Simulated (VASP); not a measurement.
A run of VASP 6.6.1:

INCAR

```
ALGO = Normal ; EDIFF = 1E-6
ENCUT = 600 ; GGA = PS
GGA_COMPAT = False ; ISIF = 2
ISMEAR = -1 ; ISPIN = 2
LASPH = True ; LCHARG = False
LMAXMIX = 6 ; LORBIT = 11
LREAL = False ; LWAVE = False
MAGMOM = 6.97 ; NBANDS = 18
NELM = 200 ; PREC = Accurate
SIGMA = 0.05
```

KPOINTS

```
k-points
0
Gamma
  14 14 14
```

POSCAR

```
Eu
1.0
   -2.2000444415      2.2000444415      2.2000444415
    2.2000444415     -2.2000444415      2.2000444415
    2.2000444415      2.2000444415     -2.2000444415
Eu
1
Direct
    0.0000000000      0.0000000000      0.0000000000
```

Potentials or basis: VASP PAW PBE potentials, release 64 (Eu).

Launch:

```console
$ cat potpaw_PBE.64/Eu/POTCAR > POTCAR
$ mpirun -np 1 vasp_std > vasp.out
```

Hardware: 1 thread of Intel Xeon 8259CL, with other jobs on the host.

Task: Estimate the wall time of this run.

Result: Run time: 6.3 min on 1 thread of Intel Xeon 8259CL, with other jobs on the host, peak memory 0.32 GiB. Counts: scf iterations 16, k points 104.
